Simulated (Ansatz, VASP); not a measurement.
One calculation of Ga2As, two programs

INCAR

```
PREC     = Accurate       # precision mode
ENCUT    = 520            # plane-wave cutoff, eV
EDIFF    = 1E-7           # SCF threshold, eV
ISMEAR   = 0              # smearing method
SIGMA    = 0.1            # smearing width, eV
LREAL    = False          # projectors in reciprocal space
LASPH    = True           # aspherical terms in the spheres
NELM     = 100            # most SCF steps
ALGO     = Normal         # electronic algorithm
ISIF     = 2              # what is computed and relaxed
LWAVE    = False          # write WAVECAR
LCHARG   = True           # write CHGCAR
GGA      = PE             # functional
LELF     = True           # ELF
LVHAR    = True         
NBANDS   = 40             # bands
```

Contents of KPOINTS:

```
Automatic mesh
0
Gamma
  4 4 4
```

Contents of POSCAR:

```
Ga2As
1.0
    4.0785038804      0.0000000000      0.0000000000
    0.0000000000      4.0785038804      0.0000000000
    0.0000000000      0.0000000000      6.2229877594
Ga As
4 2
Direct
    0.0000000000      0.0000000000      0.0000000000
    0.5000000000      0.5000000000      0.0000000000
    0.0000000000      0.5000000000      0.2700000000
    0.5000000000      0.0000000000      0.7300000000
    0.0000000000      0.5000000000      0.7000000000
    0.5000000000      0.0000000000      0.3000000000
```

Input for Ansatz:

```yaml
crystal:
  lattice:
    - [4.0785038804, 0.0, 0.0]
    - [0.0, 4.0785038804, 0.0]
    - [0.0, 0.0, 6.2229877594]
  atoms:
    - { symbol: Ga, position: [0.0, 0.0, 0.0] }
    - { symbol: Ga, position: [0.5, 0.5, 0.0] }
    - { symbol: Ga, position: [0.0, 0.5, 0.27] }
    - { symbol: Ga, position: [0.5, 0.0, 0.73] }
    - { symbol: As, position: [0.0, 0.5, 0.7] }
    - { symbol: As, position: [0.5, 0.0, 0.3] }
basis:
  ecutwfc: 420
kpoints:
  mp_grid: { grid: [4, 4, 4] }
hamiltonian:
  xc: pbe
scf:
  occupations: { method: gaussian, width: 0.1 }
  lower_state_search: "off"
output:
  forces: true
  stress: true
  eigenvalues: true
```

Alike in both runs: task single point; functional PBE; k mesh 4 × 4 × 4; occupations gaussian, width 0.1 eV; no spin polarisation.

|  | VASP | Ansatz |
| --- | --- | --- |
| version | VASP 6.6.1 | Ansatz 0.2.0 |
| potentials or method | VASP PAW PBE potentials, release 64 (Ga_d, As), cutoff 520 eV | scalar-relativistic, plane waves, PAW |
| valence electrons in the cell | 62 | 82 |

```csv
,VASP,Ansatz,Ansatz less VASP
gap on the k mesh at the Fermi level (eV),none,none,-
pressure (GPa),13.8,13.5,-0.26
"traceless stress, the component that is largest in VASP (GPa)",2.70,2.66,-0.042
rms of the force components (eV/Å),0.767,0.762,-0.0049
```

Atom by atom the forces differ by 0.005 eV/Å (rms over components). A gap of «none» marks a metal or a gap that the smearing closes. VASP's potentials hold 62 valence electrons a cell and Ansatz's 82, so a difference there can come from the potentials and not from the codes.

The k mesh is coarse, so the values compare programs but aren't converged.
